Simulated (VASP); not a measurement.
Input of a VASP 6.6.1 run:

The input INCAR:

```
SYSTEM = Pd
PREC = Accurate
ENCUT = 520
EDIFF = 1E-7
ISMEAR = 0
SIGMA = 0.15
LREAL = .FALSE.
LASPH = .TRUE.
NELM = 100
ALGO = Normal
ISIF = 2
LWAVE = .FALSE.
LCHARG = .TRUE.
GGA = PS
LELF = .TRUE.
LVHAR = .TRUE.
NBANDS = 11
```

File KPOINTS:

```
regular mesh
0
G
  20 20 20
  0 0 0
```

The input POSCAR:

```
Pd
1.0
    0.0000000000      2.1004920000      2.0226960000
    2.1004920000      0.0000000000      2.0226960000
    2.1004920000      2.1004920000      0.0000000000
Pd
1
Direct
    0.0000000000      0.0000000000      0.0000000000
```

Potentials or basis: VASP PAW PBE potentials, release 64 (Pd).

Run with:

```sh
$ cat potpaw_PBE.64/Pd/POTCAR > POTCAR
$ mpirun -np 1 vasp_std > vasp.out
```

**Question.** Predict the band gap on the k mesh.

**Answer.** Zero (bands 5 and 6 overlap by 1.22 eV).

**Question.** Predict the pressure.

**Answer.** -23.7 GPa.

Stress tensor (GPa, compression positive):
```
-23.93   0.00   0.00
  0.00 -23.93   0.00
  0.00   0.00 -23.15
```

Caveat: the cell differs from its parent crystal (strain +0.080 along x and y, +0.040 along z); the cell stands under tension; the PAW data sets were made with another functional, which shifts forces and pressure a little.
